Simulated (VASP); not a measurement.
**BN: single point with PBE**

BN:

```
B N
1.0
    -2.51162    0.00000    0.00000
    -1.25581   -2.17513    0.00000
    -0.41860   -0.36252   16.84074
B N
4 4
Direct
  0.26042 0.18750 0.87500
  0.30208 0.27083 0.37500
  0.65625 0.64583 0.12500
  0.61458 0.56250 0.62500
  0.32292 0.31250 0.12500
  0.28125 0.22917 0.62500
  0.59375 0.52083 0.87500
  0.63542 0.60417 0.37500
```

This cell differs from its parent crystal: the part above a cut slid along it.

```yaml
Program: VASP 6.6.1
Task: single point
Functional: PBE
Potentials_or_basis: VASP PAW PBE potentials, release 64 (B, N)
Cutoff: 600 eV
k_mesh: 10 × 10 × 2
Occupations: gaussian, width 0.05 eV
Spin: no spin polarisation
```

```
Pressure               : 0.0 GPa
Band gap on the k mesh : 4.49 eV (least direct gap 4.86 eV)
```

Stress tensor (GPa, compression positive):
```
 0.15  0.00  0.01
 0.00  0.14  0.01
 0.01  0.01 -0.17
```

Levels at points of the mesh, in eV from the valence-band top:
| k point | band 14 | band 15 | band 16 | band 17 | band 18 | band 19 |
| --- | --- | --- | --- | --- | --- | --- |
| (0.00, 0.00, 0.00) | -1.23 | -1.23 | -1.23 | 4.49 | 5.75 | 5.75 |
| (0.50, 0.00, 0.00) | -0.79 | -0.78 | -0.67 | 4.68 | 4.87 | 4.90 |
| (0.00, 0.50, 0.00) | -0.79 | -0.78 | -0.67 | 4.66 | 4.86 | 4.91 |
| (0.50, 0.50, 0.00) | -0.81 | -0.76 | -0.69 | 4.75 | 4.79 | 4.98 |
| (0.00, 0.00, 0.50) | -1.23 | -1.23 | -1.23 | 4.83 | 4.83 | 6.98 |
| (0.50, 0.00, 0.50) | -0.86 | -0.71 | -0.70 | 4.72 | 4.75 | 5.04 |
| (0.00, 0.50, 0.50) | -0.86 | -0.71 | -0.70 | 4.69 | 4.76 | 5.03 |
| (0.50, 0.50, 0.50) | -0.83 | -0.74 | -0.70 | 4.72 | 4.86 | 4.93 |

Wall time 6.2 min on 1 thread of Oxide Virtual Turin-like Processor (shared host), peak memory 0.34 GiB.

Caveat: the cell differs from its parent crystal (the part above a cut slid along it). A k mesh can miss the band edges.
